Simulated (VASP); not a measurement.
A run of VASP 6.6.1:

File INCAR:

```
SYSTEM = Ir
  PREC = Accurate
  ENCUT = 520
  EDIFF = 1E-6
  ISMEAR = -1
  SIGMA = 0.1
  LREAL = .FALSE.
  LASPH = .TRUE.
  NELM = 60
  ALGO = Normal
  ISIF = 2
  LWAVE = .FALSE.
  LCHARG = .TRUE.
  GGA = B5
  ALDAX = 1.0
  AGGAX = 1.0
  AGGAC = 1.0
  ALDAC = 0.0
  LELF = .TRUE.
  LVHAR = .TRUE.
  NBANDS = 10
```

File KPOINTS:

```
Automatic mesh
0
G
  7 7 7
  0 0 0
```

The input POSCAR:

```
Ir
1.0
    0.0000000000      1.9688422977      1.9688422977
    1.9688422977      0.0000000000      1.9688422977
    1.9688422977      1.9688422977      0.0000000000
Ir
1
Direct
    0.0000000000      0.0000000000      0.0000000000
```

Potentials or basis: VASP PAW PBE potentials, release 64 (Ir).

Command:

```bash
$ cat potpaw_PBE.64/Ir/POTCAR > POTCAR
$ mpirun -np 1 vasp_std > vasp.out
```

Hardware: 1 thread of AMD EPYC 7R43 64-Core Processor (Zen 3) (shared host).

Task: How long does it take, and how much memory?

Result: Run time: 15 s on 1 thread of AMD EPYC 7R43 64-Core Processor (Zen 3) (shared host), peak memory 0.11 GiB. Counts: scf iterations 11, k points 20.
